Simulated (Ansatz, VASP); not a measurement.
**One calculation of BN, two programs**

```xyz
2
Lattice="0.0000 3.4953 2.1661 1.2516 0.0000 2.1661 1.2516 3.4953 0.0000" Properties=species:S:1:pos:R:3 pbc="T T T"
B     1.2516    3.4953    0.0002
N     1.2516    3.4953    2.8881
```

Alike in both runs: task single point; functional PBE; k mesh 12 × 12 × 12; no spin polarisation.

|  | VASP | Ansatz |
| --- | --- | --- |
| version | VASP 6.6.1 | Ansatz 0.2.0 |
| potentials or method | VASP PAW PBE potentials, release 64 (B, N), cutoff 520 eV | scalar-relativistic, plane waves, PAW |
| occupations | gaussian, width 0.01 eV | fixed |
| valence electrons in the cell | 8 | 8 |

```csv
,VASP,Ansatz,Ansatz less VASP
gap on the k mesh at the Fermi level (eV),3.85,3.85,+0.008
least direct gap on the mesh (eV),4.55,4.56,+0.004
pressure (GPa),3.3,3.2,-0.06
"traceless stress, the component that is largest in VASP (GPa)",-1.69,-1.49,+0.206
rms of the force components (eV/Å),0.006,0.006,-0.0001
```

Atom by atom the forces differ by 0.000 eV/Å (rms over components).
